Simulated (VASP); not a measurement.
A run of VASP 6.6.1 is set up as follows.

Contents of POSCAR:

```
Ru
1.0
    2.6947838688      0.0000000000      0.0000000000
   -1.3473919344      2.3337512881      0.0000000000
    0.0000000000      0.0000000000      4.2582128413
Ru
2
Direct
    0.6666666667      0.3333333333      0.7500000000
    0.3333333333      0.6666666667      0.2500000000
```

Contents of INCAR.step1:

```
SYSTEM = Ru
PREC = Accurate
ENCUT = 620
ISMEAR = -1
SIGMA = 0.05
LREAL = .FALSE.
LASPH = .TRUE.
NELM = 120
NBANDS = 23
GGA = PE
ALGO = Normal
EDIFF = 1E-5
LWAVE = .TRUE.
LCHARG = .FALSE.
GGA_COMPAT = .FALSE.
```

INCAR.step2

```
SYSTEM = Ru
PREC = Accurate
ENCUT = 620
EDIFF = 1E-6
ISMEAR = -1
SIGMA = 0.05
LREAL = .FALSE.
LASPH = .TRUE.
NELM = 120
ALGO = Normal
ISIF = 2
LWAVE = .FALSE.
LCHARG = .FALSE.
METAGGA = R2SCAN
LMIXTAU = .TRUE.
LUSE_VDW = .TRUE.
IVDW_NL = 2
BPARAM = 11.95
CPARAM = 0.0093
NBANDS = 23
ISTART = 1
GGA_COMPAT = .FALSE.
```

The input KPOINTS:

```
regular mesh
0
G
  11 11 6
  0 0 0
```

Potentials or basis: VASP PAW PBE potentials, release 64 (Ru_sv).

Run with:

```console
$ cat potpaw_PBE.64/Ru_sv/POTCAR > POTCAR
$ cp INCAR.step1 INCAR
$ mpirun -np 1 vasp_std > vasp.out
$ cp INCAR.step2 INCAR
$ mpirun -np 1 vasp_std > vasp.out
```

Question: Predict the band gap on the k mesh.

Answer: Zero (bands 16 and 17 overlap by 3.28 eV).

Question: What does it give for the pressure?

Answer: 0.5 GPa.

Caveat: the PAW data sets were made with another functional, which shifts forces and pressure a little.
